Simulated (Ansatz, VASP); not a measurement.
# ScF5: VASP beside Ansatz

Contents of INCAR:

```
ALGO = Normal
EDIFF = 1E-6
ENCUT = 910
GGA = PE
GGA_COMPAT = F
ISIF = 2
ISMEAR = 0
ISPIN = 2
LASPH = T
LCHARG = F
LMAXMIX = 4
LORBIT = 11
LREAL = F
LWAVE = F
MAGMOM = 0 1 1 1 1 1
NBANDS = 36
NELM = 200
PREC = Accurate
SIGMA = 0.1
```

File KPOINTS:

```
k-points
0
Gamma
  4 4 4
```

File POSCAR:

```
ScF5
1.0
    0.0000000000      3.3807891200      3.3807891200
    3.3807891200      0.0000000000      3.3807891200
    3.3807891200      3.3807891200      0.0000000000
Sc F
1 5
Direct
    0.2500000000      0.2500000000      0.2500000000
    0.7500000000      0.7500000000      0.7500000000
    0.9475932500      0.9475932500      0.9475932500
    0.9475932500      0.9475932500      0.1572202500
    0.9475932500      0.1572202500      0.9475932500
    0.1572202500      0.9475932500      0.9475932500
```

Input for Ansatz:

```yaml
crystal:
  lattice:
    - [0.0, 3.38078912, 3.38078912]
    - [3.38078912, 0.0, 3.38078912]
    - [3.38078912, 3.38078912, 0.0]
  atoms:
    - { symbol: Sc, position: [0.25, 0.25, 0.25] }
    - { symbol: F, position: [0.75, 0.75, 0.75], spin: 1.0 }
    - { symbol: F, position: [0.94759325, 0.94759325, 0.94759325], spin: 1.0 }
    - { symbol: F, position: [0.94759325, 0.94759325, 0.15722025], spin: 1.0 }
    - { symbol: F, position: [0.94759325, 0.15722025, 0.94759325], spin: 1.0 }
    - { symbol: F, position: [0.15722025, 0.94759325, 0.94759325], spin: 1.0 }
basis:
  ecutwfc: 420
kpoints:
  mp_grid: { grid: [4, 4, 4] }
hamiltonian:
  xc: pbe
scf:
  occupations: { method: gaussian, width: 0.1 }
  lower_state_search: "off"
output:
  forces: true
  stress: true
  eigenvalues: true
  populations: true
magnetization:
  spin_polarized: true
```

Alike in both runs: task single point; functional PBE; k mesh 4 × 4 × 4; occupations gaussian, width 0.1 eV; collinear spin.

|  | VASP | Ansatz |
| --- | --- | --- |
| version | VASP 6.6.1 | Ansatz 0.2.0 |
| potentials or method | VASP PAW PBE potentials, release 64 (Sc_sv, F_h), cutoff 910 eV | scalar-relativistic, plane waves, PAW |
| valence electrons in the cell | 46 | 46 |

```tsv
	VASP	Ansatz	Ansatz less VASP
gap on the k mesh at the Fermi level (eV)	none	none	-
rms of the force components (eV/Å)	103.767	92.317	-11.4507
net moment per atom (μB)	0.33	0.33	0.000
size of the moment on the site where the two differ most (μB)	0.90	0.73	-0.169
```

Site moments also hang on the region over which each program counts them. Atom by atom the forces differ by 11.451 eV/Å (rms over components). A gap of «none» marks a metal or a gap that the smearing closes.

The k mesh is coarse, so the values compare programs but aren't converged. Noted on VASP's run: the cutoff is short for stress, so the pressure is rough.
